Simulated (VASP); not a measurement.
# Hg (C2/m) in VASP: single point with r2SCAN

Aim: the single point of Hg with r2SCAN.

Program: VASP 6.6.1. These are calculated values, not measurements. Logs are shortened: lines on timing, memory, paths and dates and some standing lists are left out, and cuts for length are marked.

## Step 1: The cell of the first run

It takes space group C2/m (No. 12, monoclinic). Conventional cell: a = 5.902 Å, b = 3.532 Å, c = 8.292 Å, α = 90.00°, β = 104.87°, γ = 90.00°. Hg (site symmetry m) has 12 Hg at 3.30 to 3.53 Å within 4.3 Å. Within 4.4 Å of Hg (site symmetry 2/m) lie 12 Hg at 3.33 to 3.53 Å.

## Step 2: Single point, r2SCAN

File POSCAR:

```
Hg
1.0
    2.9511092798     -1.7659441917     -0.0285478937
    2.9511092798      1.7659441917     -0.0285478937
   -2.0505902134      0.0000000000      8.0340299512
Hg
3
Direct
    0.7662236739      0.7662236739      0.3352705336
    0.2337763261      0.2337763261      0.6647294664
    0.0000000000      0.0000000000      0.0000000000
```

File INCAR.step1:

```
SYSTEM = Hg
ALGO = Normal ; EDIFF = 1E-4
ENCUT = 520 ; GGA = PE
ISMEAR = 0 ; LASPH = .True.
LCHARG = .False. ; LREAL = .False.
LWAVE = .True. ; NBANDS = 25
NELM = 80 ; PREC = Accurate
SIGMA = 0.02
```

File INCAR.step2:

```
SYSTEM = Hg
ALGO = Normal ; EDIFF = 1E-6
ENCUT = 520 ; ISIF = 2
ISMEAR = 0 ; ISTART = 1
LASPH = .True. ; LCHARG = .False.
LMIXTAU = .True. ; LREAL = .False.
LWAVE = .False. ; METAGGA = R2SCAN
NBANDS = 25 ; NELM = 80
PREC = Accurate ; SIGMA = 0.02
```

File KPOINTS:

```
k-points
0
Gamma
  10 10 4
  0 0 0
```

Potentials or basis: VASP PAW PBE potentials, release 64 (Hg).

Run with:

```console
> cat potpaw_PBE.64/Hg/POTCAR > POTCAR
> cp INCAR.step1 INCAR
> mpirun -np 1 vasp_std > vasp.out
> cp INCAR.step2 INCAR
> mpirun -np 1 vasp_std > vasp.out
```

OUTCAR:

```text
SYSTEM = Hg
   EDIFF = 1E-6
   ENCUT = 520
   ISIF = 2
   ISMEAR = 0
   ISTART = 1
   LASPH = .True.
   LREAL = .False.
   METAGGA = R2SCAN
   NELM = 80
   PREC = Accurate

 ion  position               nearest neighbor table
   1  0.766  0.766  0.335-   2 3.30   2 3.30   3 3.33   3 3.33   2 3.35   3 3.41
   2  0.234  0.234  0.665-   1 3.30   1 3.30   3 3.33   3 3.33   1 3.35   3 3.41
   3  0.000  0.000  0.000-   1 3.33   1 3.33   2 3.33   2 3.33   1 3.41   2 3.41

  LATTYP: Found a base centered monoclinic cell.
 ALAT       =     5.9024947145
 B/A-ratio  =     0.5983721383
 C/A-ratio  =     1.4047612059
 COS(beta)  =    -0.2566705917

  Lattice vectors:

 A1 = (   2.9511092798,  -1.7659441917,  -0.0285478937)
 A2 = (   2.9511092798,   1.7659441917,  -0.0285478937)
 A3 = (  -2.0505902134,   0.0000000000,   8.0340299512)

Analysis of symmetry for initial positions (statically):
=====================================================================
 Subroutine PRICEL returns:
 Original cell was already a primitive cell.

 Routine SETGRP: Setting up the symmetry group for a
 base centered monoclinic supercell.

 Subroutine GETGRP returns: Found  4 space group operations
 (whereof  4 operations were pure point group operations)
 out of a pool of  4 trial point group operations.

The static configuration has the point symmetry C_2h.

Analysis of symmetry for dynamics (positions and initial velocities):
=====================================================================
 Subroutine PRICEL returns:
 Original cell was already a primitive cell.

 Routine SETGRP: Setting up the symmetry group for a
 base centered monoclinic supercell.

 Subroutine GETGRP returns: Found  4 space group operations
 (whereof  4 operations were pure point group operations)
 out of a pool of  4 trial point group operations.

The dynamic configuration has the point symmetry C_2h.

 Subroutine INISYM returns: Found  4 space group operations
 (whereof  4 operations are pure point group operations),
 and found     1 'primitive' translations

----------------------------------------------------------------------------------------

                                     Primitive cell

  volume of cell :      83.5318

  direct lattice vectors                    reciprocal lattice vectors
     2.951109280 -1.765944192 -0.028547894     0.169847181 -0.283134655  0.043351465
     2.951109280  1.765944192 -0.028547894     0.169847181  0.283134655  0.043351465
    -2.050590213  0.000000000  8.034029951     0.001207060  0.000000000  0.124778622

[... 85 lines left out ...]
   EDIFF  = 0.1E-05   stopping-criterion for ELM
   LREAL  =      F    real-space projection
   EDIFFG = 0.1E-04   stopping-criterion for IOM
   NSW    =      0    number of steps for IOM
   IBRION =     -1    ionic relax: 0-MD 1-quasi-New 2-CG
   NFREE  =      0    steps in history (QN), initial steepest desc. (CG)
   ISIF   =      2    stress and relaxation
   ISYM   =      2    0-nonsym 1-usesym 2-fastsym
   POTIM  = 0.5000    time-step for ionic-motion
   TEBEG  =    0.0;   TEEND  =   0.0 temperature during run
   PSTRESS=    0.0 pullay stress
   NELECT =      36.0000    total number of electrons
   NUPDOWN=      -1.0000    fix difference up-down
   EMIN   =  10.00;   EMAX   =-10.00  energy-range for DOS
   EFERMI =   0.00;   METHOD = LEGACY
   ISMEAR =     0;   SIGMA  =   0.02  broadening in eV -4-tet -1-fermi 0-gaus
   EFERMI_NEDOS =   21; number of points for ismear=-14 and -15
   IALGO  =     38    algorithm
   IMIX   =      4    mixing-type and parameters
     AMIX     =   0.40;   BMIX     =  1.00
     AMIX_MAG =   1.60;   BMIX_MAG =  1.00
  volume/ion in A,a.u.               =      27.84       187.90
  Fermi-wavevector in a.u.,A,eV,Ry     =   1.236588  2.336812 20.805342  1.529149
  Thomas-Fermi vector in A             =   2.371190
   LORBIT       =      0    0 simple, 1 ext, 2 COOP (PROOUT), +10 PAW based schemes
   METAGGA = R2SCAN    functional components
   LHFCALC =     F    Hartree Fock is set to
   AEXX    =    0.0000 exact exchange contribution
   IVDW    =     0    specifies the selected vdW correction
   LEPSILON=     F    determine dielectric tensor
   LRPA    =     F    only Hartree local field effects (RPA)
 non-spin polarized calculation
 Gauss-broadening in eV      SIGMA  =   0.02
  energy-cutoff  :      520.00
  volume of cell :       83.53
 maximum number of plane-waves:      2278
 NGX is ok and might be reduce to    28
   NGX = 13   NGY = 13   NGZ = 31

 number of electron      35.9999996 magnetization

 Free energy of the ion-electron system (eV)
  ---------------------------------------------------
  ext. energy  EPLUGINS =         0.00000000
  ---------------------------------------------------
  free energy    TOTEN  =      -148.07996621 eV

  energy without entropy =     -148.07996320  energy(sigma->0) =     -148.07996470

 E-fermi :   1.1299     XC(G=0): -10.4748

 val. band max:        1.0874453582   @ k =   0.4000   0.4000   0.0000
 cond. band min:       1.1682744919   @ k =   0.5000  -0.0000   0.0000
 fundamental gap:      0.0808291337
 Fermi energy:         1.1299253882

 k-point     1 :       0.0000    0.0000    0.0000
  band No.  band energies     occupation
      1      -6.5451      2.00000
      2      -5.9249      2.00000
      3      -5.8947      2.00000
      4      -5.5581      2.00000
      5      -5.4759      2.00000
      6      -5.4340      2.00000
[... 661 lines left out ...]
     24       8.9403      0.00000
     25      10.0437      0.00000

 [... further k-points ...]

------------------------ aborting loop because EDIFF is reached ----------------------------------------

  FORCE on cell =-STRESS in cart. coord.  units (eV):
  Direction    XX          YY          ZZ          XY          YZ          ZX
  --------------------------------------------------------------------------------------
  -------------------------------------------------------------------------------------
  Total        0.0600017      0.0622478      0.1052399      0.0000000      0.0000000      0.0025347
  in kB        1.1508591      1.1939402      2.0185470      0.0000000      0.0000000      0.0486175
  external PRESSURE =       1.4544488 kB  Pullay stress =       0.0000000 kB

 VOLUME and BASIS-vectors are now :
 -----------------------------------------------------------------------------
  energy-cutoff  :      520.00
  volume of cell :       83.53
      direct lattice vectors                 reciprocal lattice vectors
     2.951109280 -1.765944192 -0.028547894     0.169847181 -0.283134655  0.043351465
     2.951109280  1.765944192 -0.028547894     0.169847181  0.283134655  0.043351465
    -2.050590213  0.000000000  8.034029951     0.001207060  0.000000000  0.124778622

 POSITION                                       TOTAL-FORCE (eV/Angst)
 -----------------------------------------------------------------------------------
      3.83492      0.00000      2.64983        -0.001197      0.000000     -0.000823
      0.01671      0.00000      5.32711         0.001197      0.000000      0.000823
      0.00000      0.00000      0.00000        -0.000000      0.000000      0.000000
 -----------------------------------------------------------------------------------
    total drift:                               -0.000000     -0.000000      0.000000

  FREE ENERGIE OF THE ION-ELECTRON SYSTEM (eV)
  ---------------------------------------------------
  free  energy   TOTEN  =      -148.0799662068 eV

  energy  without entropy=     -148.0799631975  energy(sigma->0) =     -148.07996470
```

Run time: 8.4 min. Hardware: 1 thread of Intel Xeon Platinum 8488C (Sapphire Rapids), shared host; peak memory 0.35 GiB.

What came out:

```
Free energy            : -148.0800 eV
Pressure               : 0.1 GPa
Band gap on the k mesh : zero (bands 18 and 19 overlap by 0.32 eV)
```

Stress tensor (GPa, compression positive):
```
0.12 0.00 0.00
0.00 0.12 0.00
0.00 0.00 0.20
```

Caveat: the PAW data sets were made with another functional, which shifts forces and pressure a little; spin-orbit coupling is left out, which moves the levels of the heavy elements.
